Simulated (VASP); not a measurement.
# TePb (Fm-3m) in VASP: further runs, part 2 of 2

VASP 6.6.1. Earlier steps stand in the parts before.

**5. Single point, PBE+D4 (volume scaled by 1.04)**

Input file INCAR:

```
PREC = Accurate
ENCUT = 500
EDIFF = 1E-6
ISMEAR = 0
SIGMA = 0.05
LREAL = F
LASPH = T
NELM = 120
ALGO = Normal
ISIF = 2
LWAVE = F
LCHARG = F
GGA = PE
IVDW = 13
NBANDS = 17
GGA_COMPAT = F
```

Input file KPOINTS:

```
Automatic mesh
0
Gamma
  6 6 6
```

Input file POSCAR:

```
TePb
1.0
    0.0000000000      3.2783494228      3.2783494228
    3.2783494228      0.0000000000      3.2783494228
    3.2783494228      3.2783494228      0.0000000000
Pb Te
1 1
Direct
    0.5000000000      0.5000000000      0.5000000000
    0.0000000000      0.0000000000      0.0000000000
```

Potentials or basis: VASP PAW PBE potentials, release 64 (Pb_d, Te).

Started as:

```console
> cat potpaw_PBE.64/Pb_d/POTCAR potpaw_PBE.64/Te/POTCAR > POTCAR
> mpirun -np 1 vasp_std > vasp.out
```

OUTCAR:

```text
PREC = Accurate
   ENCUT = 500
   EDIFF = 1E-6
   ISMEAR = 0
   LREAL = F
   LASPH = T
   NELM = 120
   ISIF = 2
   GGA = PE
   IVDW = 13

 ion  position               nearest neighbor table
   1  0.500  0.500  0.500-   2 3.28   2 3.28   2 3.28   2 3.28   2 3.28   2 3.28
   2  0.000  0.000  0.000-   1 3.28   1 3.28   1 3.28   1 3.28   1 3.28   1 3.28

  LATTYP: Found a face centered cubic cell.
 ALAT       =     6.5566988456

  Lattice vectors:

 A1 = (   0.0000000000,   3.2783494228,   3.2783494228)
 A2 = (   3.2783494228,   0.0000000000,   3.2783494228)
 A3 = (   3.2783494228,   3.2783494228,   0.0000000000)

Analysis of symmetry for initial positions (statically):
=====================================================================
 Subroutine PRICEL returns:
 Original cell was already a primitive cell.

 Routine SETGRP: Setting up the symmetry group for a
 face centered cubic supercell.

 Subroutine GETGRP returns: Found 48 space group operations
 (whereof 48 operations were pure point group operations)
 out of a pool of 48 trial point group operations.

The static configuration has the point symmetry O_h .

[... 150 lines left out ...]
  energy without entropy =       -7.52364494  energy(sigma->0) =       -7.52364494

 E-fermi :   5.2907     XC(G=0):  -9.1055

 val. band max:        5.0656910512   @ k =   0.5000   0.0000   0.0000
 cond. band min:       5.8875613458   @ k =   0.5000   0.0000   0.0000
 fundamental gap:      0.8218702946
 Fermi energy:         5.2907164588

 k-point     1 :       0.0000    0.0000    0.0000
  band No.  band energies     occupation
      1     -11.5847      2.00000
      2     -11.5847      2.00000
      3     -11.5787      2.00000
      4     -11.5787      2.00000
      5     -11.5787      2.00000
      6      -6.5937      2.00000
[... 297 lines left out ...]
      4     -11.5648      2.00000
      5     -11.5571      2.00000
      6      -4.9602      2.00000
[... 9 lines left out ...]
     16      15.6219      0.00000
     17      16.4274      0.00000

------------------------ aborting loop because EDIFF is reached ----------------------------------------

  DFT-D4 for vdW energy calculation

  Edisp (eV):   -0.84385

  FORCE on cell =-STRESS in cart. coord.  units (eV):
  Direction    XX          YY          ZZ          XY          YZ          ZX
  --------------------------------------------------------------------------------------
  -------------------------------------------------------------------------------------
  Total      -0.41767    -0.41767    -0.41767     0.00000     0.00000     0.00000
  in kB      -9.49608    -9.49608    -9.49608     0.00000     0.00000     0.00000
  external pressure =       -9.50 kB  Pullay stress =        0.00 kB

 VOLUME and BASIS-vectors are now :
 -----------------------------------------------------------------------------
  energy-cutoff  :      500.00
  volume of cell :       70.47
      direct lattice vectors                 reciprocal lattice vectors
     0.000000000  3.278349423  3.278349423    -0.152515774  0.152515774  0.152515774
     3.278349423  0.000000000  3.278349423     0.152515774 -0.152515774  0.152515774
     3.278349423  3.278349423  0.000000000     0.152515774  0.152515774 -0.152515774

 POSITION                                       TOTAL-FORCE (eV/Angst)
 -----------------------------------------------------------------------------------
      3.27835      3.27835      3.27835         0.000000      0.000000      0.000000
      0.00000      0.00000      0.00000        -0.000000     -0.000000     -0.000000
 -----------------------------------------------------------------------------------
    total drift:                                0.000000      0.000000      0.000000

  FREE ENERGIE OF THE ION-ELECTRON SYSTEM (eV)
  ---------------------------------------------------
  free  energy   TOTEN  =        -8.3674934491 eV

  energy  without entropy=       -8.3674934491  energy(sigma->0) =       -8.36749345
```

OSZICAR:

```text
N       E                     dE             d eps       ncg     rms          rms(c)
DAV:   1     0.150628130779E+03    0.15063E+03   -0.88992E+03   544   0.109E+03
DAV:   2     0.248978840385E+01   -0.14814E+03   -0.14362E+03   579   0.289E+02
DAV:   3    -0.741461984591E+01   -0.99044E+01   -0.98530E+01   709   0.812E+01
DAV:   4    -0.765417108559E+01   -0.23955E+00   -0.23945E+00   661   0.149E+01
DAV:   5    -0.766523978686E+01   -0.11069E-01   -0.11068E-01   769   0.300E+00    0.309E+00
DAV:   6    -0.752522459762E+01    0.14002E+00   -0.31376E-01   788   0.370E+00    0.185E+00
DAV:   7    -0.752153062797E+01    0.36940E-02   -0.89280E-02   659   0.141E+00    0.900E-01
DAV:   8    -0.752388423189E+01   -0.23536E-02   -0.11190E-02   653   0.107E+00    0.192E-01
DAV:   9    -0.752358059099E+01    0.30364E-03   -0.18130E-03   785   0.443E-01    0.809E-02
DAV:  10    -0.752364146666E+01   -0.60876E-04   -0.19264E-04   608   0.976E-02    0.198E-02
DAV:  11    -0.752364539146E+01   -0.39248E-05   -0.52985E-05   762   0.645E-02    0.162E-02
DAV:  12    -0.752364493744E+01    0.45402E-06   -0.39243E-06   624   0.102E-02
   1 F= -.83674934E+01 E0= -.83674934E+01  d E =-.834741E-12
```

It took 13 s on 1 thread of Intel Xeon Platinum 8559C (Emerald Rapids), shared host; peak memory 0.2 GiB.

What came out:

```
Free energy                : -8.3675 eV
Pressure                   : -0.9 GPa
Band gap on the k mesh     : 0.82 eV, direct
Dispersion energy per atom : -0.422 eV
```

Caveat: the cell differs from its parent crystal (volume scaled by 1.04); spin-orbit coupling is left out, which moves the levels of the heavy elements.

**6. Single point, revPBE**

This run uses another cell than the first one, of 36.45 Å³/atom, 1.060 times its volume.

Input file INCAR:

```
SYSTEM = TePb
PREC = Accurate ; ENCUT = 500
EDIFF = 1E-6 ; ISMEAR = 0
SIGMA = 0.05 ; LREAL = .FALSE.
LASPH = .TRUE. ; NELM = 120
ALGO = Normal ; ISIF = 2
LWAVE = .FALSE. ; LCHARG = .FALSE.
GGA = RE ; NBANDS = 17
GGA_COMPAT = .FALSE.
```

Input file KPOINTS:

```
regular mesh
0
G
  6 6 6
  0 0 0
```

Input file POSCAR:

```
TePb
1.0
    0.0000000000      3.3155697686      3.3155697686
    3.3155697686      0.0000000000      3.3155697686
    3.3155697686      3.3155697686      0.0000000000
Pb Te
1 1
Direct
    0.5000000000      0.5000000000      0.5000000000
    0.0000000000      0.0000000000      0.0000000000
```

Potentials or basis: VASP PAW PBE potentials, release 64 (Pb_d, Te).

Started as:

```console
> cat potpaw_PBE.64/Pb_d/POTCAR potpaw_PBE.64/Te/POTCAR > POTCAR
> mpirun -np 1 vasp_std > vasp.out
```

It took 13 s on 1 thread of Intel Xeon Platinum 8559C (Emerald Rapids), shared host; peak memory 0.2 GiB.

The run converged. Its results:

```
Free energy            : -6.9291 eV
Pressure               : -0.1 GPa
Band gap on the k mesh : 0.93 eV, direct
```

Levels at points of the mesh, in eV from the valence-band top:
| k point | band 6 | band 7 | band 8 | band 9 | band 10 | band 11 | band 12 | band 13 | band 14 | band 15 |
| --- | --- | --- | --- | --- | --- | --- | --- | --- | --- | --- |
| (0.00, 0.00, 0.00) | -11.39 | -5.75 | -1.06 | -1.06 | -1.06 | 4.02 | 4.02 | 4.02 | 5.99 | 5.99 |
| (0.50, 0.00, 0.00) | -10.15 | -8.19 | -0.66 | -0.66 | 0.00 | 0.93 | 1.48 | 1.48 | 8.38 | 9.11 |
| (0.50, 0.50, 0.00) | -9.97 | -7.16 | -3.89 | -2.36 | -2.36 | 3.67 | 5.23 | 5.23 | 6.31 | 9.92 |

Caveat: the PAW data sets were made with another functional, which shifts forces and pressure a little; spin-orbit coupling is left out, which moves the levels of the heavy elements. A k mesh can miss the band edges.

**7. Summary**

| level | cell | gap on the mesh (eV) | pressure (GPa) |
| --- | --- | --- | --- |
| revPBE | a = 4.598 Å, angles 60.0°, 2 atoms | 0.82 | 2.3 |
| revPBE | a = 4.626 Å, angles 60.0°, 2 atoms | 0.86 | 1.5 |
| PBE+D4 | a = 4.606 Å, angles 60.0°, 2 atoms | 0.78 | -0.8 |
| PBE+D4 | a = 4.636 Å, angles 60.0°, 2 atoms | 0.82 | -0.9 |
| revPBE | a = 4.689 Å, angles 60.0°, 2 atoms | 0.93 | -0.1 |

Alike in all rows: task single point; potentials or basis VASP PAW PBE potentials, release 64 (Pb_d, Te); no spin polarisation; k mesh 6 × 6 × 6; cutoff (eV) 500; smearing gaussian 0.05 eV.

Caveats: spin-orbit coupling is left out, which moves the levels of the heavy elements; the PAW data sets were made with another functional, which shifts forces and pressure a little (some runs).

Absolute energies hang on the potentials; compare differences alone.
